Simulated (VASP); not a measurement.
CaF, 2 atoms in the cell. It takes space group Cmmm (No. 65, orthorhombic). The conventional cell has a = 3.300 Å, b = 8.114 Å, c = 3.458 Å, α = 90.00°, β = 90.00°, γ = 90.00°. Ca (site symmetry mmm) has 4 F at 2.39 Å within 3.2 Å. F (site symmetry mmm) has 4 Ca at 2.39 Å within 3.2 Å. 

| Item | Value |
| --- | --- |
| Program | VASP 6.6.1 |
| Task | single point |
| Functional | PBE |
| Potentials or basis | VASP PAW PBE potentials, release 64 (Ca_sv, F) |
| Cutoff | 600 eV |
| k mesh | 6 × 6 × 6 |
| Occupations | gaussian, width 0.1 eV |
| Spin | no spin polarisation |
| Dipole correction | no |
| Further INCAR settings | ALGO = Normal; EDIFF = 1e-06; NBANDS = 16 |

Potentials or basis: VASP PAW PBE potentials, release 64 (Ca_sv, F).

Run with:

```bash
$ cat potpaw_PBE.64/Ca_sv/POTCAR potpaw_PBE.64/F/POTCAR > POTCAR
$ mpirun -np 1 vasp_std > vasp.out
```

Hardware: 1 thread of Intel(R) Xeon(R) 6975P-C (Granite Rapids) (shared host).

**Question.** Estimate the wall time of this run.

**Answer.** Wall time 20 s on 1 thread of Intel(R) Xeon(R) 6975P-C (Granite Rapids), with other jobs on the host, peak memory 0.2 GiB. Counts: scf iterations 13, k points 52.
